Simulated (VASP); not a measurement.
# Au (Im-3m) in VASP: relaxation of cell and atoms with PBEsol

Aim: the relaxation of cell and atoms of Au with PBEsol.

Program: VASP 6.6.1. These are calculated values, not measurements. Logs are shortened: lines on timing, memory, paths and dates and some standing lists are left out, and cuts for length are marked.

## 1. The cell of the first run

Symmetry: Im-3m, No. 229, cubic system. Conventional cell: a = 3.242 Å, b = 3.242 Å, c = 3.242 Å, α = 90.00°, β = 90.00°, γ = 90.00°. Within 3.7 Å of Au (site symmetry m-3m) lie 14 Au at 2.81 to 3.24 Å.

This isn't the form of Au at room conditions, which is fcc.

## 2. Relaxation of cell and atoms, PBEsol

File INCAR:

```
SYSTEM = Au
  ALGO = Fast
  EDIFF = 1E-6
  EDIFFG = -0.015
  ENCUT = 600
  GGA = PS
  IBRION = 2
  ISIF = 3
  ISMEAR = 0
  LASPH = .True.
  LCHARG = .False.
  LREAL = .False.
  LWAVE = .False.
  NELM = 80
  NSW = 80
  PREC = Accurate
  SIGMA = 0.1
```

File KPOINTS:

```
k-points
0
Gamma
  12 12 6
  0 0 0
```

File POSCAR:

```
Au
1.0
    3.2422043766      0.0000000000      3.2422043766
   -3.2422043766     -3.2422043766      0.0000000000
    3.2422043766     -3.2422043766     -3.2422043766
Au
6
Direct
    0.3333333333      0.6666666667      0.8333333333
    0.3333333333      0.6666666667      0.3333333333
    0.0000000000      0.0000000000      0.5000000000
    0.6666666667      0.3333333333      0.6666666667
    0.0000000000      0.0000000000      0.0000000000
    0.6666666667      0.3333333333      0.1666666667
```

Potentials or basis: VASP PAW PBE potentials, release 64 (Au).

Launch:

```sh
$ cat potpaw_PBE.64/Au/POTCAR > POTCAR
$ mpirun -np 1 vasp_std > vasp.out
```

OUTCAR:

```text
SYSTEM = Au
   EDIFF = 1E-6
   EDIFFG = -0.015
   ENCUT = 600
   GGA = PS
   IBRION = 2
   ISIF = 3
   ISMEAR = 0
   LASPH = .True.
   LREAL = .False.
   NELM = 80
   NSW = 80
   PREC = Accurate

 ion  position               nearest neighbor table
   1  0.333  0.667  0.833-   4 2.81   4 2.81   5 2.81   2 2.81   2 2.81   5 2.81   5 2.81   4 2.81
                             3 3.24   3 3.24   6 3.24   3 3.24   6 3.24   6 3.24
   2  0.333  0.667  0.333-   6 2.81   6 2.81   3 2.81   1 2.81   1 2.81   3 2.81   3 2.81   6 2.81
                             5 3.24   5 3.24   5 3.24   4 3.24   4 3.24   4 3.24
   3  0.000  0.000  0.500-   2 2.81   4 2.81   5 2.81   5 2.81   4 2.81   2 2.81   4 2.81   2 2.81
                             6 3.24   1 3.24   1 3.24   6 3.24   1 3.24   6 3.24
   4  0.667  0.333  0.667-   1 2.81   1 2.81   3 2.81   6 2.81   6 2.81   3 2.81   3 2.81   1 2.81
                             5 3.24   5 3.24   2 3.24   2 3.24   5 3.24   2 3.24
   5  0.000  0.000  0.000-   1 2.81   6 2.81   3 2.81   3 2.81   6 2.81   1 2.81   6 2.81   1 2.81
                             2 3.24   4 3.24   4 3.24   4 3.24   2 3.24   2 3.24
   6  0.667  0.333  0.167-   2 2.81   2 2.81   5 2.81   4 2.81   4 2.81   5 2.81   5 2.81   2 2.81
                             3 3.24   1 3.24   1 3.24   3 3.24   3 3.24   1 3.24

  LATTYP: Found a hexagonal cell.
 ALAT       =     4.5851694014
 C/A-ratio  =     1.2247448714

  Lattice vectors:

 A1 = (   3.2422043766,   0.0000000000,   3.2422043766)
 A2 = (  -3.2422043766,  -3.2422043766,   0.0000000000)
 A3 = (   3.2422043766,  -3.2422043766,  -3.2422043766)

Analysis of symmetry for initial positions (statically):
=====================================================================
 Subroutine PRICEL returns following result:

  LATTYP: Found a body centered cubic cell.
 ALAT       =     3.2422043766

  Lattice vectors:

 A1 = (  -1.6211021883,   1.6211021883,   1.6211021883)
 A2 = (  -1.6211021880,  -1.6211021883,  -1.6211021883)
 A3 = (   1.6211021877,  -1.6211021883,   1.6211021883)

   6 primitive cells build up your supercell.

 Routine SETGRP: Setting up the symmetry group for a
 hexagonal supercell.

 Subroutine GETGRP returns: Found 12 space group operations
 (whereof 12 operations were pure point group operations)
 out of a pool of 24 trial point group operations.

The static configuration has the point symmetry D_3d.

Analysis of symmetry for dynamics (positions and initial velocities):
=====================================================================
 Subroutine PRICEL returns following result:

  LATTYP: Found a body centered cubic cell.
 ALAT       =     3.2422043766

  Lattice vectors:

 A1 = (  -1.6211021883,   1.6211021883,   1.6211021883)
 A2 = (  -1.6211021880,  -1.6211021883,  -1.6211021883)
 A3 = (   1.6211021877,  -1.6211021883,   1.6211021883)

   6 primitive cells build up your supercell.

 Routine SETGRP: Setting up the symmetry group for a
 hexagonal supercell.

 Subroutine GETGRP returns: Found 12 space group operations
 (whereof 12 operations were pure point group operations)
 out of a pool of 24 trial point group operations.

The dynamic configuration has the point symmetry D_3d.

 Subroutine INISYM returns: Found 12 space group operations
 (whereof 12 operations are pure point group operations),
 and found     6 'primitive' translations

----------------------------------------------------------------------------------------

                                     Primitive cell

  volume of cell :      17.0408

  direct lattice vectors                    reciprocal lattice vectors
    -1.621102188  1.621102188  1.621102188    -0.308432129  0.000000000  0.308432129
    -1.621102188 -1.621102188 -1.621102188    -0.308432129 -0.308432129 -0.000000000
     1.621102188 -1.621102188  1.621102188     0.000000000 -0.308432129  0.308432129

[... 97 lines left out ...]
   EFERMI_NEDOS =   21; number of points for ismear=-14 and -15
   IALGO  =     68    algorithm
   IMIX   =      4    mixing-type and parameters
     AMIX     =   0.40;   BMIX     =  1.00
     AMIX_MAG =   1.60;   BMIX_MAG =  1.00
  volume/ion in A,a.u.               =      17.04       115.00
  Fermi-wavevector in a.u.,A,eV,Ry     =   1.414844  2.673668 27.235933  2.001785
  Thomas-Fermi vector in A             =   2.536344
   LORBIT       =      0    0 simple, 1 ext, 2 COOP (PROOUT), +10 PAW based schemes
   GGA     = PS    functional components
   LHFCALC =     F    Hartree Fock is set to
   AEXX    =    0.0000 exact exchange contribution
   IVDW    =     0    specifies the selected vdW correction
   LEPSILON=     F    determine dielectric tensor
   LRPA    =     F    only Hartree local field effects (RPA)
 conjugate gradient relaxation of ions
 non-spin polarized calculation
 RMM-DIIS sequential band-by-band and
 Gauss-broadening in eV      SIGMA  =   0.10
  energy-cutoff  :      600.00
  volume of cell :      102.25
 maximum number of plane-waves:      3465
 NGX is ok and might be reduce to    40
   NGX = 19   NGY = 19   NGZ = 23

--------------------------------------- Ionic step        1  -------------------------------------------

 number of electron      65.9999998 magnetization

 Free energy of the ion-electron system (eV)
  ---------------------------------------------------
  ext. energy  EPLUGINS =         0.00000000
  ---------------------------------------------------
  free energy    TOTEN  =       -23.40955822 eV

  energy without entropy =      -23.40069789  energy(sigma->0) =      -23.40512805

------------------------ aborting loop because EDIFF is reached ----------------------------------------

  FORCE on cell =-STRESS in cart. coord.  units (eV):
  Direction    XX          YY          ZZ          XY          YZ          ZX
  --------------------------------------------------------------------------------------
  -------------------------------------------------------------------------------------
  Total       -0.0180877     -0.0180877     -0.0180877      0.3339132     -0.3339132      0.3339132
  in kB       -0.2834330     -0.2834330     -0.2834330      5.2324098     -5.2324098      5.2324098
  external PRESSURE =      -0.2834330 kB  Pullay stress =       0.0000000 kB

 VOLUME and BASIS-vectors are now :
 -----------------------------------------------------------------------------
  energy-cutoff  :      600.00
  volume of cell :      102.25
      direct lattice vectors                 reciprocal lattice vectors
     3.242204377  0.000000000  3.242204377     0.102810710 -0.102810710  0.205621420
    -3.242204377 -3.242204377  0.000000000    -0.102810710 -0.205621420  0.102810710
     3.242204377 -3.242204377 -3.242204377     0.102810710 -0.102810710 -0.102810710

 POSITION                                       TOTAL-FORCE (eV/Angst)
 -----------------------------------------------------------------------------------
      1.62110     -4.86331     -1.62110        -0.000000      0.000000     -0.000000
     -0.00000     -3.24220      0.00000        -0.000000     -0.000000     -0.000000
      1.62110     -1.62110     -1.62110        -0.000000     -0.000000     -0.000000
      3.24220     -3.24220      0.00000         0.000000      0.000000      0.000000
      0.00000      0.00000      0.00000        -0.000000     -0.000000     -0.000000
      1.62110     -1.62110      1.62110         0.000000      0.000000      0.000000
 -----------------------------------------------------------------------------------
    total drift:                                0.000000      0.000000      0.000000

  FREE ENERGIE OF THE ION-ELECTRON SYSTEM (eV)
  ---------------------------------------------------
  free  energy   TOTEN  =       -23.4095582151 eV

  energy  without entropy=      -23.4006978924  energy(sigma->0) =      -23.40512805

--------------------------------------- Ionic step        2  -------------------------------------------

 number of electron      65.9999997 magnetization

 Free energy of the ion-electron system (eV)
  ---------------------------------------------------
  ext. energy  EPLUGINS =         0.00000000
  ---------------------------------------------------
  free energy    TOTEN  =       -23.41278770 eV

  energy without entropy =      -23.40423534  energy(sigma->0) =      -23.40851152

 E-fermi :   9.2666     XC(G=0): -12.8901

 val. band max:        9.2559754405   @ k =   0.4167   0.0833   0.1667
 cond. band min:       9.2760662033   @ k =   0.4167   0.1667   0.3333
 fundamental gap:      0.0200907627
 Fermi energy:         9.2666083895

 k-point     1 :       0.0000    0.0000    0.0000
  band No.  band energies     occupation
      1      -0.6281      2.00000
      2       2.4472      2.00000
      3       2.4472      2.00000
      4       2.9715      2.00000
      5       2.9715      2.00000
      6       3.5594      2.00000
[... 997 lines left out ...]
     38      14.5534      0.00000
     39      14.5634      0.00000

 [... further k-points ...]

------------------------ aborting loop because EDIFF is reached ----------------------------------------

  FORCE on cell =-STRESS in cart. coord.  units (eV):
  Direction    XX          YY          ZZ          XY          YZ          ZX
  --------------------------------------------------------------------------------------
  -------------------------------------------------------------------------------------
  Total        0.0029737      0.0029737      0.0029737      0.0633244     -0.0633244      0.0633244
  in kB        0.0466184      0.0466184      0.0466184      0.9927453     -0.9927453      0.9927453
  external PRESSURE =       0.0466184 kB  Pullay stress =       0.0000000 kB

 VOLUME and BASIS-vectors are now :
 -----------------------------------------------------------------------------
  energy-cutoff  :      600.00
  volume of cell :      102.20
      direct lattice vectors                 reciprocal lattice vectors
     3.250437556  0.000000000  3.250437556     0.102550296 -0.102550296  0.205100592
    -3.250437556 -3.250437556  0.000000000    -0.102550296 -0.205100592  0.102550296
     3.224323449 -3.224323449 -3.224323449     0.103380861 -0.103380861 -0.103380861

 POSITION                                       TOTAL-FORCE (eV/Angst)
 -----------------------------------------------------------------------------------
      1.60346     -4.85389     -1.60346        -0.000000      0.000000      0.000000
     -0.00870     -3.24173      0.00870         0.000000     -0.000000     -0.000000
      4.86260     -1.61216      1.63828        -0.000000     -0.000000     -0.000000
      3.23303     -3.23303      0.01741         0.000000      0.000000      0.000000
      6.47476     -3.22432      0.02611        -0.000000     -0.000000     -0.000000
      1.62087     -1.62087      1.62957         0.000000      0.000000      0.000000
 -----------------------------------------------------------------------------------
    total drift:                               -0.000000      0.000000      0.000000

  FREE ENERGIE OF THE ION-ELECTRON SYSTEM (eV)
  ---------------------------------------------------
  free  energy   TOTEN  =       -23.4127876998 eV

  energy  without entropy=      -23.4042353435  energy(sigma->0) =      -23.40851152

 reached required accuracy - stopping structural energy minimisation
```

It took 6.8 min on 1 thread of AMD EPYC 9R45 (Zen 5), shared host; peak memory 0.47 GiB.

What came out:

```
Free energy                           : -23.4128 eV
Relaxed volume                        : 17.03 Å³/atom
Relaxed cell                          : a = 4.597 Å, b = 4.597 Å, c = 5.585 Å, α = 90.00°, β = 90.00°, γ = 120.00°
Space group after relaxing (to 0.1 Å) : Im-3m (No. 229)
Energy gained by relaxing             : 0.5 meV/atom
Ionic steps                           : 2
Pressure after relaxing               : 0.0 GPa
Band gap on the k mesh                : zero (bands 33 and 34 overlap by 4.20 eV)
```

The path:
```tsv
step	energy change (eV)	largest force (eV/Å)	pressure (GPa)	volume (Å³)
1	0.0000	0.0000	-0.03	102.25
2	-0.0032	0.0000	0.00	102.20
```

Final structure:
```
CELL_PARAMETERS angstrom
3.25044 0.00000 3.25044
-3.25044 -3.25044 0.00000
3.22432 -3.22432 -3.22432
ATOMIC_POSITIONS crystal
Au 0.33333 0.66667 0.83333
Au 0.33333 0.66667 0.33333
Au 0.00000 0.00000 0.50000
Au 0.66667 0.33333 0.66667
Au 0.00000 0.00000 0.00000
Au 0.66667 0.33333 0.16667
```

Caveat: the PAW data sets were made with another functional, which shifts forces and pressure a little; spin-orbit coupling is left out, which moves the levels of the heavy elements.

The gap in the log of VASP goes by the Fermi energy; the results here count the filled bands.